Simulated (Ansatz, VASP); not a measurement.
# Two plane-wave programs on AlNi3

INCAR

```
PREC = Accurate ; ENCUT = 520
EDIFF = 1E-7 ; ISMEAR = 0
SIGMA = 0.15 ; LREAL = F
LASPH = T ; NELM = 80
ALGO = Fast ; ISIF = 2
LWAVE = F ; LCHARG = F
GGA = PS ; NBANDS = 24
```

Contents of KPOINTS:

```
Automatic mesh
0
Gamma
  14 14 14
```

Contents of POSCAR:

```
AlNi3
1.0
    0.0000000000      2.6864715449      2.9103441737
    2.6864715449      0.0000000000      2.9103441737
    2.6864715449      2.6864715449      0.0000000000
Al Ni
1 3
Direct
    0.5000000000      0.5000000000      0.5000000000
    0.2500000000      0.2500000000      0.2500000000
    0.0000000000      0.0000000000      0.0000000000
    0.7500000000      0.7500000000      0.7500000000
```

Input for Ansatz:

```yaml
crystal:
  lattice:
    - [0.0, 2.6864715449, 2.9103441737]
    - [2.6864715449, 0.0, 2.9103441737]
    - [2.6864715449, 2.6864715449, 0.0]
  atoms:
    - { symbol: Al, position: [0.5, 0.5, 0.5] }
    - { symbol: Ni, position: [0.25, 0.25, 0.25] }
    - { symbol: Ni, position: [0.0, 0.0, 0.0] }
    - { symbol: Ni, position: [0.75, 0.75, 0.75] }
basis:
  ecutwfc: 420
kpoints:
  mp_grid: { grid: [14, 14, 14] }
hamiltonian:
  xc: pbesol
scf:
  occupations: { method: gaussian, width: 0.15 }
output:
  forces: true
  stress: true
  eigenvalues: true
```

Change from the starting cell: strain -0.040 along x and y, +0.040 along z, atoms carried along.

Alike in both runs: task single point; functional PBEsol; k mesh 14 × 14 × 14; occupations gaussian, width 0.15 eV; no spin polarisation.

|  | VASP | Ansatz |
| --- | --- | --- |
| version | VASP 6.6.1 | Ansatz 0.2.0 |
| potentials or method | VASP PAW PBE potentials, release 64 (Al, Ni), cutoff 520 eV | scalar-relativistic, plane waves, PAW |
| valence electrons in the cell | 33 | 57 |

|  | VASP | Ansatz | Ansatz less VASP |
| --- | --- | --- | --- |
| gap on the k mesh at the Fermi level (eV) | none | none | - |
| pressure (GPa) | 9.4 | 9.5 | +0.01 |
| traceless stress, the component that is largest in VASP (GPa) | 1.63 | 1.74 | +0.111 |

VASP's potentials were made for PBE, not for PBEsol. A gap of «none» marks a metal or a gap that the smearing closes. With one functional, cell and mesh, what is left measures potentials, basis and numerics. VASP's potentials hold 33 valence electrons a cell and Ansatz's 57, so a difference there can come from the potentials and not from the codes.
